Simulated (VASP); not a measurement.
Runs of VASP 6.6.1 on LiF. The structure is that of space group P6_3mc (No. 186), or close to it. The cells are those of the table. 

| cell | gap on the mesh (eV) | largest force (eV/Å) |
| --- | --- | --- |
| a = 2.895, b = 2.895, c = 4.451 Å, angles 90.0, 90.0, 120.0°, 4 atoms | (a) | 0.04 |
| a = 2.849, b = 2.849, c = 4.597 Å, angles 90.0, 90.0, 120.0°, 4 atoms | 8.71 | 0.31 |
| a = 2.918, b = 2.918, c = 4.380 Å, angles 90.0, 90.0, 120.0°, 4 atoms | (b) | 0.25 |
| a = 2.989, b = 2.989, c = 4.174 Å, angles 90.0, 90.0, 120.0°, 4 atoms | 8.49 | 1.04 |
| a = 2.781, b = 2.781, c = 4.824 Å, angles 90.0, 90.0, 120.0°, 4 atoms | 8.76 | 0.72 |
| a = 2.966, b = 2.966, c = 4.242 Å, angles 90.0, 90.0, 120.0°, 4 atoms | 8.53 | 0.75 |
| a = 3.001, b = 3.001, c = 4.293 Å, angles 90.0, 90.0, 120.0°, 4 atoms | 8.31 | 0.65 |
| a = 3.014, b = 3.014, c = 4.107 Å, angles 90.0, 90.0, 120.0°, 4 atoms | 8.46 | 1.36 |
| a = 2.942, b = 2.942, c = 4.310 Å, angles 90.0, 90.0, 120.0°, 4 atoms | 8.56 | 0.49 |
| a = 2.826, b = 2.826, c = 4.671 Å, angles 90.0, 90.0, 120.0°, 4 atoms | 8.73 | 0.46 |
| a = 2.860, b = 2.860, c = 4.727 Å, angles 90.0, 90.0, 120.0°, 4 atoms | 8.50 | 0.40 |
| a = 2.803, b = 2.803, c = 4.747 Å, angles 90.0, 90.0, 120.0°, 4 atoms | 8.76 | 0.60 |

Alike in all rows: task single point; level LDA; potentials or basis VASP PAW LDA potentials, release 64 (Li_sv, F); no spin polarisation; k mesh 9 × 9 × 6; cutoff (eV) 520; smearing gaussian 0.05 eV.

Fill in the values left out.

(a) 8.64; (b) 8.60.

Caveats: forces of over 1 eV/Å act on the atoms, so gaps and moduli don't describe the material at rest (at least some runs).

A k mesh can miss the band edges.
